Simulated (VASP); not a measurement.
Wanted: the native input for a VASP 6.6.1 run.

| Property | Result |
| --- | --- |
| Task | relaxation of volume and atoms at fixed shape |
| Functional | LDA |
| Potentials or basis | VASP PAW LDA potentials, release 64 (K_sv, Pd) |
| Cutoff | 600 eV |
| k mesh | 7 × 7 × 11 |
| Occupations | fermi-dirac, width 0.1 eV |
| Spin | no spin polarisation |
| Dipole correction | no |
| Further INCAR settings | ALGO = Normal; EDIFF = 1e-06; IBRION = 2; EDIFFG = -0.03; NSW = 80; ISIF = 8 |

The structure of K2Pd lies in POSCAR:

```
K2Pd
1.0
    5.6670870000      0.0000000000      0.0000000000
    0.0000000000      5.6670870000      0.0000000000
    0.0000000000      0.0000000000      3.6653160000
K Pd
2 1
Direct
    0.0000000000      0.5000000000      0.5000000000
    0.5000000000      0.0000000000      0.5000000000
    0.0000000000      0.0000000000      0.0000000000
```

The input as run:

INCAR

```
PREC = Accurate
ENCUT = 600
EDIFF = 1E-6
ISMEAR = -1
SIGMA = 0.1
LREAL = False
LASPH = True
NELM = 100
ALGO = Normal
ISIF = 8
LWAVE = False
LCHARG = False
GGA = CA
IBRION = 2
NSW = 80
EDIFFG = -0.03
```

KPOINTS

```
Automatic mesh
0
Gamma
  7 7 11
```

Potentials or basis: VASP PAW LDA potentials, release 64 (K_sv, Pd).

Command:

```sh
$ cat potpaw_LDA.64/K_sv/POTCAR potpaw_LDA.64/Pd/POTCAR > POTCAR
$ mpirun -np 1 vasp_std > vasp.out
```

It gave:

```json
{"Relaxed volume": "33.31 Å³/atom", "Relaxed cell": "a = 5.366 Å, b = 5.366 Å, c = 3.470 Å, α = 90.00°, β = 90.00°, γ = 90.00°", "Space group after relaxing (to 0.05 Å)": "P4/mmm (No. 123)", "Energy gained by relaxing": "41.9 meV/atom", "Ionic steps": "4", "Pressure after relaxing": "0.0 GPa", "Band gap on the k mesh": "zero (band 14 reaches 2.21 eV, above the bottom of band 15 at 1.12 eV)"}
```

Caveat: the volume moved by over 15 % at a fixed basis, so the end points are rough.

Run time: 11 min on 1 thread of AMD EPYC 7R43 64-Core Processor (Zen 3), on a shared host, peak memory 0.3 GiB.
